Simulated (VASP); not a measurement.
# Ag (Fm-3m) in VASP: notebook

Runs on Ag. Level: LDA. Tasks: single point.

Program: VASP 6.6.1. These are calculated values, not measurements. Logs are shortened: lines on timing, memory, paths and dates and some standing lists are left out, and cuts for length are marked.

## Step 1: The cell of the first run

Symmetry: Fm-3m, No. 225, cubic system. The conventional cell has a = 3.999 Å, b = 3.999 Å, c = 3.999 Å, α = 90.00°, β = 90.00°, γ = 90.00°. Ag (site symmetry m-3m) has 12 Ag at 2.83 Å within 3.7 Å.

## Step 2: Single point, LDA

Contents of INCAR:

```
SYSTEM = Ag
PREC = Accurate
ENCUT = 520
EDIFF = 1E-6
ISMEAR = 0
SIGMA = 0.2
LREAL = .False.
LASPH = .True.
NELM = 100
ALGO = Normal
ISIF = 2
LWAVE = .False.
LCHARG = .True.
GGA = CA
LELF = .True.
LVHAR = .True.
NBANDS = 12
```

Contents of KPOINTS:

```
regular mesh
0
Gamma
  13 13 13
  0 0 0
```

Contents of POSCAR:

```
Ag
1.0
    0.0000000000      1.9996579419      1.9996579419
    1.9996579419      0.0000000000      1.9996579419
    1.9996579419      1.9996579419      0.0000000000
Ag
1
Direct
    0.0000000000      0.0000000000      0.0000000000
```

Potentials or basis: VASP PAW LDA potentials, release 64 (Ag).

Started as:

```
> cat potpaw_LDA.64/Ag/POTCAR > POTCAR
> mpirun -np 1 vasp_std > vasp.out
```

OUTCAR:

```text
SYSTEM = Ag
   PREC = Accurate
   ENCUT = 520
   EDIFF = 1E-6
   ISMEAR = 0
   LREAL = .False.
   LASPH = .True.
   NELM = 100
   ISIF = 2
   GGA = CA

 ion  position               nearest neighbor table
   1  0.000  0.000  0.000-

  LATTYP: Found a face centered cubic cell.
 ALAT       =     3.9993158838

  Lattice vectors:

 A1 = (   0.0000000000,   1.9996579419,   1.9996579419)
 A2 = (   1.9996579419,   0.0000000000,   1.9996579419)
 A3 = (   1.9996579419,   1.9996579419,   0.0000000000)

Analysis of symmetry for initial positions (statically):
=====================================================================
 Subroutine PRICEL returns:
 Original cell was already a primitive cell.

 Routine SETGRP: Setting up the symmetry group for a
 face centered cubic supercell.

 Subroutine GETGRP returns: Found 48 space group operations
 (whereof 48 operations were pure point group operations)
 out of a pool of 48 trial point group operations.

The static configuration has the point symmetry O_h .

Analysis of symmetry for dynamics (positions and initial velocities):
=====================================================================
 Subroutine PRICEL returns:
 Original cell was already a primitive cell.

 Routine SETGRP: Setting up the symmetry group for a
 face centered cubic supercell.

 Subroutine GETGRP returns: Found 48 space group operations
 (whereof 48 operations were pure point group operations)
 out of a pool of 48 trial point group operations.

The dynamic configuration has the point symmetry O_h .

 Subroutine INISYM returns: Found 48 space group operations
 (whereof 48 operations are pure point group operations),
 and found     1 'primitive' translations

----------------------------------------------------------------------------------------

                                     Primitive cell

  volume of cell :      15.9918

  direct lattice vectors                    reciprocal lattice vectors
     0.000000000  1.999657942  1.999657942    -0.250042765  0.250042765  0.250042765
     1.999657942  0.000000000  1.999657942     0.250042765 -0.250042765  0.250042765
     1.999657942  1.999657942  0.000000000     0.250042765  0.250042765 -0.250042765

  length of vectors
     2.827943382  2.827943382  2.827943382     0.433086772  0.433086772  0.433086772

  position of ions in fractional coordinates (direct lattice)
     0.000000000  0.000000000  0.000000000

  ion indices of the primitive-cell ions
   primitive index   ion index
                 1           1

[... 81 lines left out ...]
   PSTRESS=    0.0 pullay stress
   NELECT =      11.0000    total number of electrons
   NUPDOWN=      -1.0000    fix difference up-down
   EMIN   =  10.00;   EMAX   =-10.00  energy-range for DOS
   EFERMI =   0.00;   METHOD = LEGACY
   ISMEAR =     0;   SIGMA  =   0.20  broadening in eV -4-tet -1-fermi 0-gaus
   EFERMI_NEDOS =   21; number of points for ismear=-14 and -15
   IALGO  =     38    algorithm
   IMIX   =      4    mixing-type and parameters
     AMIX     =   0.40;   BMIX     =  1.00
     AMIX_MAG =   1.60;   BMIX_MAG =  1.00
  volume/ion in A,a.u.               =      15.99       107.92
  Fermi-wavevector in a.u.,A,eV,Ry     =   1.445129  2.730898 28.414386  2.088398
  Thomas-Fermi vector in A             =   2.563346
   LORBIT       =      0    0 simple, 1 ext, 2 COOP (PROOUT), +10 PAW based schemes
   GGA     = CA    functional components
   LHFCALC =     F    Hartree Fock is set to
   AEXX    =    0.0000 exact exchange contribution
   IVDW    =     0    specifies the selected vdW correction
   LEPSILON=     F    determine dielectric tensor
   LRPA    =     F    only Hartree local field effects (RPA)
 non-spin polarized calculation
 Gauss-broadening in eV      SIGMA  =   0.20
  energy-cutoff  :      520.00
  volume of cell :       15.99
 maximum number of plane-waves:       444
 NGX is ok and might be reduce to    24
   NGX = 11   NGY = 11   NGZ = 11

 number of electron      11.0000002 magnetization

 Free energy of the ion-electron system (eV)
  ---------------------------------------------------
  ext. energy  EPLUGINS =         0.00000000
  ---------------------------------------------------
  free energy    TOTEN  =        -3.78526665 eV

  energy without entropy =       -3.78008704  energy(sigma->0) =       -3.78267685

 E-fermi :   9.2720     XC(G=0): -12.9652

 val. band max:        9.0603626346   @ k =   0.4615   0.2308   0.0000
 cond. band min:       9.3045004595   @ k =   0.4615   0.3077   0.0000
 fundamental gap:      0.2441378249
 Fermi energy:         9.2719616987

 k-point     1 :       0.0000    0.0000    0.0000
  band No.  band energies     occupation
      1       0.7693      2.00000
      2       4.0583      2.00000
      3       4.0583      2.00000
      4       4.0583      2.00000
      5       5.2381      2.00000
      6       5.2381      2.00000
      7      25.2215      0.00000
      8      29.1096      0.00000
      9      29.1096      0.00000
     10      29.1096      0.00000
     11      34.2943      0.00000
     12      35.7278      0.00000
[... 331 lines left out ...]
 k-point    24 :       0.4615    0.1538    0.0000
  band No.  band energies     occupation
      1       2.6725      2.00000
      2       3.8303      2.00000
      3       4.4737      2.00000
      4       4.6966      2.00000
      5       6.1635      2.00000
      6       8.7112      1.99993
      7      15.0771      0.00000
      8      23.7915      0.00000
      9      25.0528      0.00000
     10      26.1837      0.00000
     11      34.6989      0.00000
     12      34.8699      0.00000

 [... further k-points ...]

------------------------ aborting loop because EDIFF is reached ----------------------------------------

  FORCE on cell =-STRESS in cart. coord.  units (eV):
  Direction    XX          YY          ZZ          XY          YZ          ZX
  --------------------------------------------------------------------------------------
  -------------------------------------------------------------------------------------
  Total        0.0128061      0.0128061      0.0128061     -0.0000000      0.0000000      0.0000000
  in kB        1.2830144      1.2830144      1.2830144     -0.0000000      0.0000000      0.0000000
  external PRESSURE =       1.2830144 kB  Pullay stress =       0.0000000 kB

 VOLUME and BASIS-vectors are now :
 -----------------------------------------------------------------------------
  energy-cutoff  :      520.00
  volume of cell :       15.99
      direct lattice vectors                 reciprocal lattice vectors
     0.000000000  1.999657942  1.999657942    -0.250042765  0.250042765  0.250042765
     1.999657942  0.000000000  1.999657942     0.250042765 -0.250042765  0.250042765
     1.999657942  1.999657942  0.000000000     0.250042765  0.250042765 -0.250042765

 POSITION                                       TOTAL-FORCE (eV/Angst)
 -----------------------------------------------------------------------------------
      0.00000      0.00000      0.00000         0.000000      0.000000      0.000000
 -----------------------------------------------------------------------------------
    total drift:                               -0.000000      0.000000      0.000000

  FREE ENERGIE OF THE ION-ELECTRON SYSTEM (eV)
  ---------------------------------------------------
  free  energy   TOTEN  =        -3.7852666510 eV

  energy  without entropy=       -3.7800870401  energy(sigma->0) =       -3.78267685
```

Wall time 19 s (1 thread of AMD EPYC 7R13 (Zen 3), shared host); peak memory 0.1 GiB.

Results:

```yaml
Free_energy: -3.7853 eV
Pressure: 0.1 GPa
```

## Step 3: Single point, LDA

Contents of INCAR:

```
SYSTEM = Ag
ALGO = Normal
EDIFF = 1E-6
ENCUT = 520
GGA = CA
ISIF = 2
ISMEAR = 0
LASPH = .TRUE.
LCHARG = .FALSE.
LREAL = .FALSE.
LWAVE = .FALSE.
NBANDS = 12
NELM = 80
PREC = Accurate
SIGMA = 0.3
```

Contents of KPOINTS:

```
k-points
0
G
  13 13 13
  0 0 0
```

POSCAR is that of step 2.

Potentials or basis: VASP PAW LDA potentials, release 64 (Ag).

Started as:

```
> cat potpaw_LDA.64/Ag/POTCAR > POTCAR
> mpirun -np 1 vasp_std > vasp.out
```

OUTCAR:

```text
SYSTEM = Ag
   EDIFF = 1E-6
   ENCUT = 520
   GGA = CA
   ISIF = 2
   ISMEAR = 0
   LASPH = .TRUE.
   LREAL = .FALSE.
   NELM = 80
   PREC = Accurate

 ion  position               nearest neighbor table
   1  0.000  0.000  0.000-

  LATTYP: Found a face centered cubic cell.
 ALAT       =     3.9993158838

  Lattice vectors:

 A1 = (   0.0000000000,   1.9996579419,   1.9996579419)
 A2 = (   1.9996579419,   0.0000000000,   1.9996579419)
[... 539 lines left out ...]
     11      34.6990      0.00000
     12      34.8700      0.00000

 [... further k-points ...]

------------------------ aborting loop because EDIFF is reached ----------------------------------------

  FORCE on cell =-STRESS in cart. coord.  units (eV):
  Direction    XX          YY          ZZ          XY          YZ          ZX
  --------------------------------------------------------------------------------------
  -------------------------------------------------------------------------------------
  Total        0.0193660      0.0193660      0.0193660      0.0000000      0.0000000      0.0000000
  in kB        1.9402341      1.9402341      1.9402341      0.0000000      0.0000000      0.0000000
  external PRESSURE =       1.9402341 kB  Pullay stress =       0.0000000 kB

 VOLUME and BASIS-vectors are now :
 -----------------------------------------------------------------------------
  energy-cutoff  :      520.00
  volume of cell :       15.99
      direct lattice vectors                 reciprocal lattice vectors
     0.000000000  1.999657942  1.999657942    -0.250042765  0.250042765  0.250042765
     1.999657942  0.000000000  1.999657942     0.250042765 -0.250042765  0.250042765
     1.999657942  1.999657942  0.000000000     0.250042765  0.250042765 -0.250042765

 POSITION                                       TOTAL-FORCE (eV/Angst)
 -----------------------------------------------------------------------------------
      0.00000      0.00000      0.00000         0.000000     -0.000000      0.000000
 -----------------------------------------------------------------------------------
    total drift:                               -0.000000      0.000000     -0.000000

  FREE ENERGIE OF THE ION-ELECTRON SYSTEM (eV)
  ---------------------------------------------------
  free  energy   TOTEN  =        -3.7885369933 eV

  energy  without entropy=       -3.7767432237  energy(sigma->0) =       -3.78264011
```

OSZICAR:

```text
N       E                     dE             d eps       ncg     rms          rms(c)
DAV:   1     0.527748860260E+02    0.52775E+02   -0.55370E+03  2024   0.840E+02
DAV:   2    -0.324000931385E+01   -0.56015E+02   -0.53313E+02  2388   0.199E+02
DAV:   3    -0.412109117957E+01   -0.88108E+00   -0.88029E+00  2372   0.261E+01
DAV:   4    -0.412379768855E+01   -0.27065E-02   -0.27064E-02  2360   0.151E+00
DAV:   5    -0.412381762014E+01   -0.19932E-04   -0.19932E-04  2368   0.113E-01    0.650E+00
DAV:   6    -0.380734019989E+01    0.31648E+00   -0.12162E+00  2192   0.986E+00    0.396E+00
DAV:   7    -0.379369764877E+01    0.13643E-01   -0.12144E-02  2324   0.101E+00    0.216E+00
DAV:   8    -0.378852465309E+01    0.51730E-02   -0.98725E-04  2284   0.266E-01    0.991E-02
DAV:   9    -0.378853814203E+01   -0.13489E-04   -0.71382E-06  2360   0.206E-02    0.184E-02
DAV:  10    -0.378853702180E+01    0.11202E-05   -0.20396E-06  2324   0.110E-02    0.416E-03
DAV:  11    -0.378853699331E+01    0.28494E-07   -0.41037E-08  1216   0.159E-03
   1 F= -.37885370E+01 E0= -.37826401E+01  d E =-.117938E-01
```

stdout:

```text
POSCAR found type information on POSCAR Ag
 POSCAR found :  1 types and       1 ions
 scaLAPACK will be used
 LDA part: xc-table for (Slater(with rela. corr.)+CA(PZ))
 , standard interpolation
 POSCAR, INCAR and KPOINTS ok, starting setup
 FFT: planning ... GRIDC
 FFT: planning ... GRID_SOFT
 FFT: planning ... GRID
 WAVECAR not read
 entering main loop
```

It took 22 s on 1 thread of AMD EPYC 7R13 (Zen 3), shared host; peak memory 0.11 GiB.

What came out:

- Free energy: -3.7885 eV
- Pressure: 0.2 GPa

## Step 4: Single point, LDA

Contents of INCAR:

```
ALGO     = Normal         # electronic algorithm
EDIFF    = 1E-7           # SCF threshold, eV
ENCUT    = 520            # plane-wave cutoff, eV
GGA      = CA             # functional
ISIF     = 2              # what is computed and relaxed
ISMEAR   = 0              # smearing method
LASPH    = T              # aspherical terms in the spheres
LCHARG   = F              # write CHGCAR
LREAL    = F              # projectors in reciprocal space
LWAVE    = F              # write WAVECAR
NBANDS   = 12             # bands
NELM     = 80             # most SCF steps
PREC     = Accurate       # precision mode
SIGMA    = 0.6            # smearing width, eV
```

Contents of KPOINTS:

```
k-points
0
Gamma
  13 13 13
```

POSCAR is that of step 3.

Started as:

```
> cat potpaw_LDA.64/Ag/POTCAR > POTCAR
> mpirun -np 1 vasp_std > vasp.out
```

It took 26 s on 1 thread of AMD EPYC 7R13 (Zen 3), shared host; peak memory 0.11 GiB.

The run converged. Its results:

```yaml
Free_energy: -3.8056 eV
Pressure: 0.4 GPa
```

Levels at points of the mesh, in eV from the Fermi level:
| k point | band 4 | band 5 | band 6 | band 7 | band 8 | band 9 |
| --- | --- | --- | --- | --- | --- | --- |
| (0.00, 0.00, 0.00) | -5.09 | -3.91 | -3.91 | 16.07 | 19.95 | 19.95 |

## Step 5: Single point, LDA

Contents of INCAR:

```
ALGO     = Normal         # electronic algorithm
EDIFF    = 1E-7           # SCF threshold, eV
ENCUT    = 520            # plane-wave cutoff, eV
ISIF     = 2              # what is computed and relaxed
ISMEAR   = 0              # smearing method
LASPH    = True           # aspherical terms in the spheres
LCHARG   = True           # write CHGCAR
LELF     = True           # ELF
LREAL    = False          # projectors in reciprocal space
LVHAR    = True         
LWAVE    = False          # write WAVECAR
NBANDS   = 12             # bands
NELM     = 100            # most SCF steps
PREC     = Accurate       # precision mode
SIGMA    = 1.0            # smearing width, eV
```

KPOINTS is that of step 4.

POSCAR is that of step 4.

Started as:

```
> cat potpaw_LDA.64/Ag/POTCAR > POTCAR
> mpirun -np 1 vasp_std > vasp.out
```

Wall time 21 s (1 thread of AMD EPYC 7R13 (Zen 3), shared host); peak memory 0.11 GiB.

The run converged. Its results:

* Free energy: -3.8454 eV
* Pressure: 0.7 GPa

Levels at points of the mesh, in eV from the Fermi level:
```tsv
k point	band 3	band 4	band 5	band 6	band 7	band 8	band 9	band 10
(0.00, 0.00, 0.00)	-5.06	-5.06	-3.88	-3.88	16.10	19.99	19.99	19.99
```

## Step 6: Single point, LDA

Contents of INCAR:

```
PREC = Accurate ; ENCUT = 520
EDIFF = 1E-6 ; ISMEAR = 1
SIGMA = 0.01 ; LREAL = F
LASPH = T ; NELM = 60
ALGO = Normal ; ISIF = 2
LWAVE = F ; LCHARG = F
GGA = CA ; NBANDS = 12
```

Contents of KPOINTS:

```
Automatic mesh
0
Gamma
  13 13 13
```

POSCAR is that of step 5.

Potentials or basis: VASP PAW LDA potentials, release 64 (Ag).

Started as:

```
> cat potpaw_LDA.64/Ag/POTCAR > POTCAR
> mpirun -np 1 vasp_std > vasp.out
```

It took 22 s on 1 thread of AMD EPYC 7R13 (Zen 3), shared host; peak memory 0.1 GiB.

Results (log left out):

```
Free energy : -3.7824 eV
Pressure    : 0.1 GPa
```

Levels at points of the mesh, in eV from the Fermi level:
```csv
k point,band 2,band 3,band 4,band 5,band 6,band 7,band 8,band 9,band 10,band 11
"(0.00, 0.00, 0.00)",-5.25,-5.25,-5.25,-4.08,-4.08,15.91,19.80,19.80,19.80,24.98
```

## Step 7: Summary

| smearing | gap on the mesh (eV) | pressure (GPa) |
| --- | --- | --- |
| gaussian 0.2 eV | none | 0.1 |
| gaussian 0.3 eV | none | 0.2 |
| gaussian 0.6 eV | none | 0.4 |
| gaussian 1 eV | none | 0.7 |
| methfessel-paxton 0.01 eV | none | 0.1 |

Alike in all rows: task single point; level LDA; potentials or basis VASP PAW LDA potentials, release 64 (Ag); no spin polarisation; cell as given; k mesh 13 × 13 × 13; cutoff (eV) 520.

Every run on the cell as given and a fine mesh finds a metal.

Total energies depend on the potentials used, so only differences within one code and one set of settings carry meaning.
